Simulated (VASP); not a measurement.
Here is a VASP 6.6.1 calculation.

File INCAR:

```
ALGO     = Normal         # electronic algorithm
EDIFF    = 1E-6           # SCF threshold, eV
EDIFFG   = -0.008         # ionic threshold
ENCUT    = 600            # plane-wave cutoff, eV
GGA      = PE             # functional
IBRION   = 2              # ionic algorithm
ISIF     = 3              # what is computed and relaxed
ISMEAR   = 0              # smearing method
LASPH    = True           # aspherical terms in the spheres
LCHARG   = False          # write CHGCAR
LREAL    = False          # projectors in reciprocal space
LWAVE    = False          # write WAVECAR
NELM     = 60             # most SCF steps
NSW      = 70             # ionic steps
PREC     = Accurate       # precision mode
PSTRESS  = 900.0        
SIGMA    = 0.1            # smearing width, eV
```

File KPOINTS:

```
k-points
0
Gamma
  18 18 18
```

File POSCAR:

```
Sr
1.0
    0.0000000000      2.0813037371      2.0813037371
    2.0813037371      0.0000000000      2.0813037371
    2.0813037371      2.0813037371      0.0000000000
Sr
1
Direct
    0.0000000000      0.0000000000      0.0000000000
```

Potentials or basis: VASP PAW PBE potentials, release 64 (Sr_sv).

Run with:

```bash
$ cat potpaw_PBE.64/Sr_sv/POTCAR > POTCAR
$ mpirun -np 1 vasp_std > vasp.out
```

Q: What does it give for the relaxed volume?

A: 15.39 Å³/atom.

Q: What does it give for the space group after relaxing (to 0.1 Å)?

A: Fm-3m (No. 225).

Q: What does it give for the relaxed cell?

A: a = 2.792 Å, b = 2.792 Å, c = 2.792 Å, α = 60.00°, β = 60.00°, γ = 60.00°.

The path:
| step | energy change (eV) | largest force (eV/Å) | pressure (GPa) | volume (Å³) |
| --- | --- | --- | --- | --- |
| 1 | 0.0000 | 0.0000 | 62.14 | 18.03 |
| 2 | 5.4302 | 0.0000 | 265.84 | 11.02 |
| 3 | 1.0976 | 0.0000 | 86.47 | 15.65 |
| 4 | 1.1755 | 0.0000 | 88.29 | 15.51 |
| 5 | 1.2475 | 0.0000 | 90.22 | 15.38 |
| 6 | 1.2192 | 0.0000 | 89.45 | 15.43 |
| 7 | 1.2202 | 0.0000 | 89.46 | 15.42 |
| 8 | 1.2231 | 0.0000 | 89.52 | 15.42 |
| 9 | 1.2231 | 0.0000 | 89.55 | 15.42 |
| 10 | 1.2232 | 0.0000 | 89.54 | 15.42 |
| 11 | 1.2234 | 0.0000 | 89.54 | 15.42 |
| 12 | 1.2238 | 0.0000 | 89.54 | 15.42 |
| 13 | 1.2245 | 0.0000 | 89.52 | 15.42 |
| 14 | 1.2260 | 0.0000 | 89.61 | 15.41 |
| 15 | 1.2289 | 0.0000 | 89.68 | 15.41 |
| 16 | 1.2347 | 0.0000 | 89.87 | 15.40 |
| 17 | 1.2463 | 0.0000 | 90.19 | 15.38 |
| 18 | 1.2395 | 0.0000 | 90.04 | 15.39 |

Caveat: the cell is relaxed towards a set pressure, so the run minimises the enthalpy, not the energy.
